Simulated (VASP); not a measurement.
A run of VASP 6.6.1 is set up as follows.

File INCAR:

```
SYSTEM = Pd
ALGO = Fast
EDIFF = 1E-6
EDIFFG = -0.01
ENCUT = 600
GGA = PE
IBRION = 2
ISIF = 3
ISMEAR = 0
LASPH = .True.
LCHARG = .False.
LREAL = .False.
LWAVE = .False.
NELM = 60
NSW = 65
PREC = Accurate
SIGMA = 0.1
```

Contents of KPOINTS:

```
k-points
0
Gamma
  18 18 7
  0 0 0
```

Contents of POSCAR:

```
Pd
1.0
    2.7669447521      0.0000000000      0.0000000000
   -1.3834723761      2.3962444462      0.0000000000
    0.0000000000      0.0000000000      6.9683187797
Pd
3
Direct
    0.0000000000      0.0000000000      0.0000000000
    0.3333333333      0.6666666667      0.3333333333
    0.6666666667      0.3333333333      0.6666666667
```

Potentials or basis: VASP PAW PBE potentials, release 64 (Pd).

Command:

```sh
$ cat potpaw_PBE.64/Pd/POTCAR > POTCAR
$ mpirun -np 1 vasp_std > vasp.out
```

Estimate the band gap on the k mesh.

zero (band 15 reaches 9.45 eV, above the bottom of band 16 at 8.32 eV).

What does it give for the space group after relaxing (to 0.05 Å)?

Fm-3m (No. 225).

Predict the relaxed volume.

15.29 Å³/atom.

Predict the relaxed cell.

a = 2.785 Å, b = 2.785 Å, c = 6.829 Å, α = 90.00°, β = 90.00°, γ = 120.00°.

Step by step:
| step | energy change (eV) | largest force (eV/Å) | pressure (GPa) | volume (Å³) |
| --- | --- | --- | --- | --- |
| 1 | 0.0000 | 0.0000 | -0.94 | 46.20 |
| 2 | -0.0077 | 0.0000 | 1.00 | 45.60 |
| 3 | -0.0078 | 0.0000 | 1.13 | 45.57 |
| 4 | -0.0097 | 0.0000 | -0.44 | 45.99 |
| 5 | -0.0101 | 0.0000 | -0.01 | 45.87 |
